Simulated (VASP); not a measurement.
# Sb2Se3 (Pnma) in VASP: electric field gradients with PBE

Aim: the electric field gradients of Sb2Se3 with PBE.

All numbers are computed with VASP 6.6.1; they aren't measurements. Logs are shortened: lines on timing, memory, paths and dates and some standing lists are left out, and cuts for length are marked.

## (1) The cell of the first run

It takes space group Pnma (No. 62, orthorhombic). Conventional cell: a = 11.770 Å, b = 3.962 Å, c = 11.620 Å, α = 90.00°, β = 90.00°, γ = 90.00°. Within 3.5 Å of Sb (site symmetry m) lie 6 Se at 2.66 to 3.26 Å. Within 3.5 Å of Sb (site symmetry m) lie 7 Se at 2.58 to 3.46 Å. Within 3.4 Å of Se (site symmetry m) lie 5 Sb at 2.58 to 3.22 Å. Within 3.5 Å of Se (site symmetry m) lie 5 Sb at 2.66 to 3.46 Å and 1 Se at 3.44 Å. Within 3.5 Å of Se (site symmetry m) lie 3 Sb at 2.66 to 2.78 Å and 1 Se at 3.44 Å.

## (2) Electric field gradients, PBE

INCAR

```
SYSTEM = Sb2Se3
ALGO = Normal
EDIFF = 1E-8
ENCUT = 400
GGA = PE
GGA_COMPAT = .FALSE.
ISIF = 2
ISMEAR = -1
LASPH = .TRUE.
LCHARG = .FALSE.
LEFG = .TRUE.
LREAL = .FALSE.
LWAVE = .FALSE.
NBANDS = 72
NELM = 120
PREC = Accurate
SIGMA = 0.02
```

KPOINTS

```
k-points
0
G
  3 7 3
  0 0 0
```

POSCAR

```
Sb2Se3
1.0
   11.7700000000      0.0000000000      0.0000000000
    0.0000000000      3.9620000000      0.0000000000
    0.0000000000      0.0000000000     11.6200000000
Sb Se
8 12
Direct
    0.0305000000      0.2500000000      0.3280000000
    0.9695000000      0.7500000000      0.6720000000
    0.4695000000      0.7500000000      0.8280000000
    0.5305000000      0.2500000000      0.1720000000
    0.1478000000      0.7500000000      0.0397000000
    0.8522000000      0.2500000000      0.9603000000
    0.3522000000      0.2500000000      0.5397000000
    0.6478000000      0.7500000000      0.4603000000
    0.0534000000      0.2500000000      0.8732000000
    0.9466000000      0.7500000000      0.1268000000
    0.4466000000      0.7500000000      0.3732000000
    0.5534000000      0.2500000000      0.6268000000
    0.1302000000      0.7500000000      0.4434000000
    0.8698000000      0.2500000000      0.5566000000
    0.3698000000      0.2500000000      0.9434000000
    0.6302000000      0.7500000000      0.0566000000
    0.2132000000      0.2500000000      0.1935000000
    0.7868000000      0.7500000000      0.8065000000
    0.2868000000      0.7500000000      0.6935000000
    0.7132000000      0.2500000000      0.3065000000
```

Potentials or basis: VASP PAW PBE potentials, release 64 (Sb, Se).

Run with:

```
$ cat potpaw_PBE.64/Sb/POTCAR potpaw_PBE.64/Se/POTCAR > POTCAR
$ mpirun -np 1 vasp_std > vasp.out
```

OUTCAR:

```text
SYSTEM = Sb2Se3
   EDIFF = 1E-8
   ENCUT = 400
   GGA = PE
   ISIF = 2
   ISMEAR = -1
   LASPH = .TRUE.
   LREAL = .FALSE.
   NELM = 120
   PREC = Accurate

 ion  position               nearest neighbor table
   1  0.031  0.250  0.328-  17 2.66  13 2.66  13 2.66  10 3.22  10 3.22  14 3.26
   2  0.969  0.750  0.672-  18 2.66  14 2.66  14 2.66   9 3.22   9 3.22  13 3.26
   3  0.469  0.750  0.828-  19 2.66  15 2.66  15 2.66  12 3.22  12 3.22  16 3.26
   4  0.531  0.250  0.172-  20 2.66  16 2.66  16 2.66  11 3.22  11 3.22  15 3.26
   5  0.148  0.750  0.040-  10 2.58  17 2.78  17 2.78   9 2.98   9 2.98
   6  0.852  0.250  0.960-   9 2.58  18 2.78  18 2.78  10 2.98  10 2.98
   7  0.352  0.250  0.540-  12 2.58  19 2.78  19 2.78  11 2.98  11 2.98
   8  0.648  0.750  0.460-  11 2.58  20 2.78  20 2.78  12 2.98  12 2.98
   9  0.053  0.250  0.873-   6 2.58   5 2.98   5 2.98   2 3.22   2 3.22
  10  0.947  0.750  0.127-   5 2.58   6 2.98   6 2.98   1 3.22   1 3.22
  11  0.447  0.750  0.373-   8 2.58   7 2.98   7 2.98   4 3.22   4 3.22
  12  0.553  0.250  0.627-   7 2.58   8 2.98   8 2.98   3 3.22   3 3.22
  13  0.130  0.750  0.443-   1 2.66   1 2.66   2 3.26
  14  0.870  0.250  0.557-   2 2.66   2 2.66   1 3.26
  15  0.370  0.250  0.943-   3 2.66   3 2.66   4 3.26
  16  0.630  0.750  0.057-   4 2.66   4 2.66   3 3.26
  17  0.213  0.250  0.194-   1 2.66   5 2.78   5 2.78
  18  0.787  0.750  0.806-   2 2.66   6 2.78   6 2.78
  19  0.287  0.750  0.694-   3 2.66   7 2.78   7 2.78
  20  0.713  0.250  0.306-   4 2.66   8 2.78   8 2.78

  LATTYP: Found a simple orthorhombic cell.
 ALAT       =     3.9620000000
 B/A-ratio  =     2.9328621908
 C/A-ratio  =     2.9707218576

  Lattice vectors:

 A1 = (   0.0000000000,   3.9620000000,   0.0000000000)
 A2 = (   0.0000000000,   0.0000000000,  11.6200000000)
 A3 = (  11.7700000000,   0.0000000000,   0.0000000000)

Analysis of symmetry for initial positions (statically):
=====================================================================
 Subroutine PRICEL returns:
 Original cell was already a primitive cell.

 Routine SETGRP: Setting up the symmetry group for a
 simple orthorhombic supercell.

 Subroutine GETGRP returns: Found  8 space group operations
 (whereof  2 operations were pure point group operations)
 out of a pool of  8 trial point group operations.

The static configuration has the point symmetry S_2 .
 The point group associated with its full space group is D_2h.

Analysis of symmetry for dynamics (positions and initial velocities):
=====================================================================
 Subroutine PRICEL returns:
 Original cell was already a primitive cell.

 Routine SETGRP: Setting up the symmetry group for a
 simple orthorhombic supercell.

 Subroutine GETGRP returns: Found  8 space group operations
 (whereof  2 operations were pure point group operations)
 out of a pool of  8 trial point group operations.

The dynamic configuration has the point symmetry S_2 .
 The point group associated with its full space group is D_2h.

 Subroutine INISYM returns: Found  8 space group operations
 (whereof  2 operations are pure point group operations),
 and found     1 'primitive' translations

----------------------------------------------------------------------------------------

                                     Primitive cell

  volume of cell :     541.8724

  direct lattice vectors                    reciprocal lattice vectors
    11.770000000  0.000000000  0.000000000     0.084961767  0.000000000  0.000000000
     0.000000000  3.962000000  0.000000000     0.000000000  0.252397779  0.000000000
     0.000000000  0.000000000 11.620000000     0.000000000  0.000000000  0.086058520

  length of vectors
    11.770000000  3.962000000 11.620000000     0.084961767  0.252397779  0.086058520

  position of ions in fractional coordinates (direct lattice)
     0.030500000  0.250000000  0.328000000
     0.969500000  0.750000000  0.672000000
     0.469500000  0.750000000  0.828000000
     0.530500000  0.250000000  0.172000000
     0.147800000  0.750000000  0.039700000
     0.852200000  0.250000000  0.960300000
[... 12 lines left out ...]
     0.286800000  0.750000000  0.693500000
     0.713200000  0.250000000  0.306500000

  ion indices of the primitive-cell ions
   primitive index   ion index
                 1           1
                 2           2
                 3           3
                 4           4
                 5           5
                 6           6
[... 12 lines left out ...]
                19          19
                20          20
[... 49 lines left out ...]
   dimension x,y,z NGXF=   160 NGYF=   56 NGZF=  160
   ions per type =               8  12
   NGX,Y,Z   is equivalent  to a cutoff of  11.30, 11.75, 11.45 a.u.
   NGXF,Y,Z  is equivalent  to a cutoff of  22.60, 23.50, 22.89 a.u.
 SYSTEM =  Sb2Se3
   PREC   = accura    normal or accurate (medium, high low for compatibility)
   ISTART =      0    job   : 0-new  1-cont  2-samecut
   ICHARG =      2    charge: 1-file 2-atom 10-const
   ISPIN  =      1    spin polarized calculation?
   LNONCOLLINEAR =      F non collinear calculations
   LSORBIT =      F    spin-orbit coupling
   LASPH  =      T    aspherical Exc in radial PAW
   ENCUT  =  400.0 eV  29.40 Ry    5.42 a.u.  19.19  6.46 18.95*2*pi/ulx,y,z
   NELM   =    120;   NELMIN=  2; NELMDL= -5     # of ELM steps
   EDIFF  = 0.1E-07   stopping-criterion for ELM
   LREAL  =      F    real-space projection
   EDIFFG = 0.1E-06   stopping-criterion for IOM
   NSW    =      0    number of steps for IOM
   IBRION =     -1    ionic relax: 0-MD 1-quasi-New 2-CG
   NFREE  =      0    steps in history (QN), initial steepest desc. (CG)
   ISIF   =      2    stress and relaxation
   ISYM   =      2    0-nonsym 1-usesym 2-fastsym
   POTIM  = 0.5000    time-step for ionic-motion
   TEBEG  =    0.0;   TEEND  =   0.0 temperature during run
   PSTRESS=    0.0 pullay stress
   NELECT =     112.0000    total number of electrons
   NUPDOWN=      -1.0000    fix difference up-down
   EMIN   =  10.00;   EMAX   =-10.00  energy-range for DOS
   EFERMI =   0.00;   METHOD = LEGACY
   ISMEAR =    -1;   SIGMA  =   0.02  broadening in eV -4-tet -1-fermi 0-gaus
   EFERMI_NEDOS =   21; number of points for ismear=-14 and -15
   IALGO  =     38    algorithm
   IMIX   =      4    mixing-type and parameters
     AMIX     =   0.40;   BMIX     =  1.00
     AMIX_MAG =   1.60;   BMIX_MAG =  1.00
  volume/ion in A,a.u.               =      27.09       182.84
  Fermi-wavevector in a.u.,A,eV,Ry     =   0.967940  1.829142 12.747408  0.936908
  Thomas-Fermi vector in A             =   2.097868
   LORBIT       =      0    0 simple, 1 ext, 2 COOP (PROOUT), +10 PAW based schemes
   GGA     = PE    functional components
   LHFCALC =     F    Hartree Fock is set to
   AEXX    =    0.0000 exact exchange contribution
   IVDW    =     0    specifies the selected vdW correction
   LEPSILON=     F    determine dielectric tensor
   LRPA    =     F    only Hartree local field effects (RPA)
 non-spin polarized calculation
  energy-cutoff  :      400.00
  volume of cell :      541.87
 maximum number of plane-waves:      9881
 NGX is ok and might be reduce to    80
   NGX = 39   NGY = 13   NGZ = 37

 number of electron     111.9999997 magnetization

 Free energy of the ion-electron system (eV)
  ---------------------------------------------------
  ext. energy  EPLUGINS =         0.00000000
  ---------------------------------------------------
  free energy    TOTEN  =       -79.97801323 eV

  energy without entropy =      -79.97801323  energy(sigma->0) =      -79.97801323

 E-fermi :   5.0858     XC(G=0):  -9.3374

 val. band max:        4.6128026055   @ k =   0.3333   0.0000   0.0000
 cond. band min:       5.5834869727   @ k =   0.3333   0.0000   0.3333
 fundamental gap:      0.9706843673
 Fermi energy:         5.0857639952

 k-point     1 :       0.0000    0.0000    0.0000
  band No.  band energies     occupation
      1      -9.6353      2.00000
      2      -9.3217      2.00000
      3      -9.0630      2.00000
      4      -8.9351      2.00000
      5      -8.8278      2.00000
      6      -8.5769      2.00000
[... 1125 lines left out ...]
     67       7.6062      0.00000
     68       7.7011      0.00000
 [bands above 68 left out]

------------------------ aborting loop because EDIFF is reached ----------------------------------------

  FORCE on cell =-STRESS in cart. coord.  units (eV):
  Direction    XX          YY          ZZ          XY          YZ          ZX
  --------------------------------------------------------------------------------------
  -------------------------------------------------------------------------------------
  Total       12.5881293     11.3500441     10.2894356      0.0000000     -0.0000000      0.0000000
  in kB       37.2198583     33.5591590     30.4232128      0.0000000     -0.0000000      0.0000000
  external PRESSURE =      33.7340767 kB  Pullay stress =       0.0000000 kB

 VOLUME and BASIS-vectors are now :
 -----------------------------------------------------------------------------
  energy-cutoff  :      400.00
  volume of cell :      541.87
      direct lattice vectors                 reciprocal lattice vectors
    11.770000000  0.000000000  0.000000000     0.084961767  0.000000000  0.000000000
     0.000000000  3.962000000  0.000000000     0.000000000  0.252397779  0.000000000
     0.000000000  0.000000000 11.620000000     0.000000000  0.000000000  0.086058520

 POSITION                                       TOTAL-FORCE (eV/Angst)
 -----------------------------------------------------------------------------------
      0.35899      0.99050      3.81136        -0.451813     -0.000000     -0.166948
     11.41101      2.97150      7.80864         0.451813      0.000000      0.166948
      5.52601      2.97150      9.62136         0.451813     -0.000000     -0.166948
      6.24399      0.99050      1.99864        -0.451813     -0.000000      0.166948
      1.73961      2.97150      0.46131         0.228072      0.000000     -0.368178
     10.03039      0.99050     11.15869        -0.228072     -0.000000      0.368178
[... 12 lines left out ...]
      3.37564      2.97150      8.05847        -0.308696      0.000000      0.120371
      8.39436      0.99050      3.56153         0.308696      0.000000     -0.120371
 -----------------------------------------------------------------------------------
    total drift:                               -0.000000      0.000000     -0.000000

  FREE ENERGIE OF THE ION-ELECTRON SYSTEM (eV)
  ---------------------------------------------------
  free  energy   TOTEN  =       -79.9780132303 eV

  energy  without entropy=      -79.9780132303  energy(sigma->0) =      -79.97801323

 Electric field gradients (V/A^2)
---------------------------------------------------------------------
 ion       V_xx      V_yy      V_zz      V_xy      V_xz      V_yz
---------------------------------------------------------------------
   1    -117.710    32.233    85.478     0.000   -28.282    -0.000
   2    -117.710    32.233    85.478     0.000   -28.282    -0.000
   3    -117.710    32.233    85.478    -0.000    28.282    -0.000
   4    -117.710    32.233    85.478     0.000    28.282    -0.000
   5     -76.049    81.892    -5.843     0.000   121.816     0.000
   6     -76.049    81.892    -5.843     0.000   121.816    -0.000
[... 12 lines left out ...]
  19     -30.703   -14.604    45.307    -0.000    69.794    -0.000
  20     -30.703   -14.604    45.307    -0.000    69.794    -0.000
---------------------------------------------------------------------

 Electric field gradients after diagonalization (V/A^2)
 (convention: |V_zz| > |V_xx| > |V_yy|)
----------------------------------------------------------------------
 ion       V_xx      V_yy      V_zz     asymmetry (V_yy - V_xx)/ V_zz
----------------------------------------------------------------------
   1      89.341    32.233  -121.574       0.470
   2      89.341    32.233  -121.574       0.470
   3      89.341    32.233  -121.574       0.470
   4      89.341    32.233  -121.574       0.470
   5      85.827    81.892  -167.719       0.023
   6      85.827    81.892  -167.719       0.023
[... 12 lines left out ...]
  19     -72.169   -14.604    86.773       0.663
  20     -72.169   -14.604    86.773       0.663
----------------------------------------------------------------------

           NMR quadrupolar parameters

 Cq : quadrupolar parameter    Cq=e*Q*V_zz/h
 eta: asymmetry parameters     (V_yy - V_xx)/ V_zz
 Q  : nuclear electric quadrupole moment in mb (millibarn)
----------------------------------------------------------------------
 ion       Cq(MHz)       eta       Q (mb)
----------------------------------------------------------------------
   1      -0.294       0.470       1.000
   2      -0.294       0.470       1.000
   3      -0.294       0.470       1.000
   4      -0.294       0.470       1.000
   5      -0.406       0.023       1.000
   6      -0.406       0.023       1.000
[... 12 lines left out ...]
  19       0.210       0.663       1.000
  20       0.210       0.663       1.000
----------------------------------------------------------------------
```

Run time: 10 min. Hardware: 1 thread of AMD EPYC 7R13 (Zen 3), shared host; peak memory 0.55 GiB.

What came out:

```yaml
Free_energy: -79.9780 eV
Pressure: 3.4 GPa
Largest_force: 0.482 eV/Å
Band_gap_on_the_k_mesh: 0.97 eV (least direct gap 1.00 eV)
Largest_electric_field_gradient_by_atom: Sb -121.6, -167.7 (each value once); Se +159.7, -274.7, +86.8 (each value once) V/Å²
```

Forces in eV/Å, atoms in the order of the input:
```
Sb  -0.452  0.000 -0.167
Sb   0.452  0.000  0.167
Sb   0.452  0.000 -0.167
Sb  -0.452  0.000  0.167
Sb   0.228  0.000 -0.368
Sb  -0.228  0.000  0.368
Sb  -0.228  0.000 -0.368
Sb   0.228  0.000  0.368
Se   0.352  0.000 -0.316
Se  -0.352  0.000  0.316
Se  -0.352  0.000 -0.316
Se   0.352  0.000  0.316
Se   0.191  0.000  0.306
Se  -0.191  0.000 -0.306
Se  -0.191  0.000  0.306
Se   0.191  0.000 -0.306
Se   0.309  0.000  0.120
Se  -0.309  0.000 -0.120
Se  -0.309  0.000  0.120
Se   0.309  0.000 -0.120
```

Electric field gradients, principal values (V/Å²):
```
 atom    least    middle  greatest (by size)
 1 Sb   32.233    89.341            -121.574
 2 Sb   32.233    89.341            -121.574
 3 Sb   32.233    89.341            -121.574
 4 Sb   32.233    89.341            -121.574
 5 Sb   81.892    85.827            -167.719
 6 Sb   81.892    85.827            -167.719
 7 Sb   81.892    85.827            -167.719
 8 Sb   81.892    85.827            -167.719
 9 Se  -13.274  -146.395             159.669
10 Se  -13.274  -146.395             159.669
11 Se  -13.274  -146.395             159.669
12 Se  -13.274  -146.395             159.669
13 Se  101.635   173.038            -274.673
14 Se  101.635   173.038            -274.673
15 Se  101.635   173.038            -274.673
16 Se  101.635   173.038            -274.673
17 Se  -14.604   -72.169              86.773
18 Se  -14.604   -72.169              86.773
19 Se  -14.604   -72.169              86.773
20 Se  -14.604   -72.169              86.773
```

Caveat: the cell stands under pressure; without QUAD_EFG the Cq values of the log hold for a quadrupole moment of 1 mb, not for the nuclei; spin-orbit coupling is left out, which moves the levels of the heavy elements; an odd mesh through Γ misses points on the zone boundary, where band edges can lie.
